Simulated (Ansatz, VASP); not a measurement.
# C: VASP beside Ansatz

INCAR

```
ALGO = Normal
EDIFF = 1E-6
ENCUT = 520
GGA = PE
ISIF = 2
ISMEAR = 0
LASPH = T
LCHARG = T
LELF = T
LREAL = F
LVHAR = T
LWAVE = F
NBANDS = 11
NELM = 80
PREC = Accurate
SIGMA = 0.05
```

KPOINTS

```
k-points
0
Gamma
  12 12 12
```

The input POSCAR:

```
C
1.0
    0.0000000000      1.8131305550      1.8573709405
    1.8131305550      0.0000000000      1.8573709405
    1.8131305550      1.8131305550      0.0000000000
C
2
Direct
    0.5000000000      0.5000000000      0.5000000000
    0.7500000000      0.7500000000      0.7500000000
```

Input for Ansatz:

```yaml
crystal:
  lattice:
    - [0.0, 1.813130555, 1.8573709405]
    - [1.813130555, 0.0, 1.8573709405]
    - [1.813130555, 1.813130555, 0.0]
  atoms:
    - { symbol: C, position: [0.5, 0.5, 0.5] }
    - { symbol: C, position: [0.75, 0.75, 0.75] }
basis:
  ecutwfc: 520.0
kpoints:
  mp_grid: { grid: [12, 12, 12] }
hamiltonian:
  xc: pbe
  pseudopotentials: { kind: paw, azcp: { folder: soft_1 } }
scf:
  occupations: { method: gaussian, width: 0.05 }
output:
  forces: true
  stress: true
  eigenvalues: true
```

Alike in both runs: task single point; functional PBE; k mesh 12 × 12 × 12; occupations gaussian, width 0.05 eV; no spin polarisation.

|  | VASP | Ansatz |
| --- | --- | --- |
| version | VASP 6.6.1 | Ansatz 0.2.0 |
| potentials or method | VASP PAW PBE potentials, release 64 (C), cutoff 520 eV | scalar-relativistic, plane waves, PAW |
| valence electrons in the cell | 8 | 8 |

|  | VASP | Ansatz | Ansatz less VASP |
| --- | --- | --- | --- |
| gap on the k mesh at the Fermi level (eV) | 3.70 | 3.71 | +0.008 |
| least direct gap on the mesh (eV) | 5.18 | 5.18 | +0.003 |
| pressure (GPa) | -26.1 | -26.4 | -0.38 |
| traceless stress, the component that is largest in VASP (GPa) | -14.11 | -14.11 | +0.005 |
